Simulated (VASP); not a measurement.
The system is MgCdS4.

```xyz
6
Lattice="5.8610 0.0000 0.0000 -2.9305 5.0758 0.0000 0.0000 0.0000 4.0938" Properties=species:S:1:pos:R:3 pbc="T T T"
Mg    0.0000    0.0000    0.0000
Cd    2.9305    1.6919    0.0000
S     0.0000    3.3838    0.0000
S     1.4879    4.2429    2.0469
S    -1.4879    4.2429    2.0469
S     0.0000    1.6658    2.0469
```

The cell was generated, and may not be a known phase.

* Program: VASP 6.6.1
* Task: relaxation of cell and atoms
* Functional: PBE
* Potentials or basis: VASP PAW PBE potentials, release 64 (Mg, Cd, S)
* Cutoff: 600 eV
* k mesh: 6 × 6 × 10
* Occupations: gaussian, width 0.1 eV
* Spin: no spin polarisation

At the start: pressure 0.7 GPa; volume 20.30 Å³/atom.

**Question.** How do energy, volume and symmetry change on relaxing?

**Answer.** Over 38 steps the energy falls by 241.4 meV/atom and the volume is 21.43 Å³/atom (+5.6 %); space group P-6m2 (No. 187, to 0.1 Å) before and after.

The path:
```tsv
step	energy change (eV)	largest force (eV/Å)	pressure (GPa)	volume (Å³)
1	0.0000	0.2569	0.72	121.79
2	-0.0128	0.2131	0.11	123.40
3	-0.0184	0.1699	-0.58	125.42
4	-0.0278	0.0757	-0.18	124.91
5	-0.0306	0.0089	0.21	124.48
6	-0.0355	0.0315	0.20	125.01
7	-0.0591	0.1196	0.17	126.59
8	-0.1208	0.3379	0.12	129.62
9	-0.1670	0.8516	0.42	135.15
10	-0.1708	0.6847	0.23	133.45
11	-0.1724	0.7403	0.28	134.04
12	-0.1728	0.7444	0.28	134.11
13	-0.1742	0.7565	0.27	134.31
14	-0.1762	0.7810	0.25	134.70
15	-0.1779	0.8314	0.23	135.49
16	-0.1804	0.8323	0.21	135.52
17	-0.1882	0.8353	0.15	135.61
18	-0.2037	0.8416	0.03	135.79
19	-0.2353	0.8561	-0.22	136.13
20	-0.3011	0.8901	-0.69	136.81
21	-0.4416	0.9515	-1.59	138.13
22	-0.7289	1.0046	-3.07	140.54
23	-1.1114	0.6362	-4.46	144.44
24	-1.1504	0.3990	-4.49	145.35
25	-1.2007	0.2896	-4.10	143.98
26	-1.2425	0.1099	-3.33	141.82
27	-1.2447	0.0518	-3.06	141.16
28	-1.2894	0.0477	-2.72	139.47
29	-1.3884	0.0373	-1.50	134.43
30	-1.4136	0.1064	2.03	124.61
31	-1.4317	0.0695	0.50	128.41
32	-1.4368	0.0613	0.32	128.73
33	-1.4452	0.0346	-0.22	129.67
34	-1.4457	0.0270	-0.39	129.96
35	-1.4475	0.0078	-0.20	129.34
36	-1.4482	0.0142	0.03	128.60
37	-1.4482	0.0153	0.04	128.57
38	-1.4483	0.0087	0.02	128.59
```

Final structure:
```yaml
crystal:
  lattice:
    - [6.83546, 0.00000, 0.00000]
    - [-3.41773, 5.91968, 0.00000]
    - [0.00000, 0.00000, 3.17781]
  atoms:
    - { symbol: Mg, position: [0.00000, 0.00000, 0.00000] }
    - { symbol: Cd, position: [0.66667, 0.33333, 0.00000] }
    - { symbol: S, position: [0.33333, 0.66667, 0.00000] }
    - { symbol: S, position: [0.65579, 0.82789, 0.50000] }
    - { symbol: S, position: [0.17211, 0.82789, 0.50000] }
    - { symbol: S, position: [0.17211, 0.34421, 0.50000] }
```

Caveat: a cell axis changed by over 15 % at a fixed basis, so the end point is rough.
